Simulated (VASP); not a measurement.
Wanted: the native input for a VASP 6.6.1 run.

- Task: relaxation of cell and atoms
- Functional: PBE
- Potentials or basis: VASP PAW PBE potentials, release 64 (Bi_d, S)
- Cutoff: 600 eV
- k mesh: 8 × 8 × 8
- Occupations: gaussian, width 0.1 eV
- Spin: no spin polarisation
- Dipole correction: no
- Further INCAR settings: ALGO = Normal; EDIFF = 1e-07; IBRION = 2; EDIFFG = -0.01; NSW = 100; ISIF = 3

The structure of BiS4 lies in POSCAR:

```
BiS4
1.0
    5.1830884075      0.0000000000      0.0000000000
    0.0000000000      5.1830884075      0.0000000000
    0.0000000000      0.0000000000      5.1830884075
Bi S
1 4
Direct
    0.5000000000      0.5000000000      0.5000000000
    0.0000000000      0.5000000000      0.5000000000
    0.5000000000      0.5000000000      0.0000000000
    0.5000000000      0.0000000000      0.5000000000
    0.0000000000      0.0000000000      0.0000000000
```

The cell was built from a structure type or drawn by symmetry, and may not be a known phase.

The input as run:

INCAR

```
SYSTEM = BiS4
  PREC = Accurate
  ENCUT = 600
  EDIFF = 1E-7
  ISMEAR = 0
  SIGMA = 0.1
  LREAL = .FALSE.
  LASPH = .TRUE.
  NELM = 60
  ALGO = Normal
  ISIF = 3
  LWAVE = .FALSE.
  LCHARG = .FALSE.
  GGA = PE
  IBRION = 2
  NSW = 100
  EDIFFG = -0.01
```

KPOINTS

```
Automatic mesh
0
G
  8 8 8
  0 0 0
```

Potentials or basis: VASP PAW PBE potentials, release 64 (Bi_d, S).

Launch:

```bash
$ cat potpaw_PBE.64/Bi_d/POTCAR potpaw_PBE.64/S/POTCAR > POTCAR
$ mpirun -np 1 vasp_std > vasp.out
```

Results of the run:

```yaml
Relaxed_volume: 28.22 Å³/atom
Relaxed_cell: a = 5.206 Å, b = 5.206 Å, c = 5.206 Å, α = 90.00°, β = 90.00°, γ = 90.00°
Space_group_after_relaxing_to_0.1_Å: Pm-3m (No. 221)
Energy_gained_by_relaxing: 0.6 meV/atom
Ionic_steps: 2
Pressure_after_relaxing: 0.0 GPa
Band_gap_on_the_k_mesh: zero (an odd number of electrons rules out a gap without spin polarisation)
```

Caveat: spin-orbit coupling is left out, which moves the levels of the heavy elements.

It took 3.8 min on 1 thread of Intel(R) Xeon(R) Platinum 8259CL CPU @ 2.50GHz (Skylake/Cascade Lake), on a shared host, peak memory 0.34 GiB.
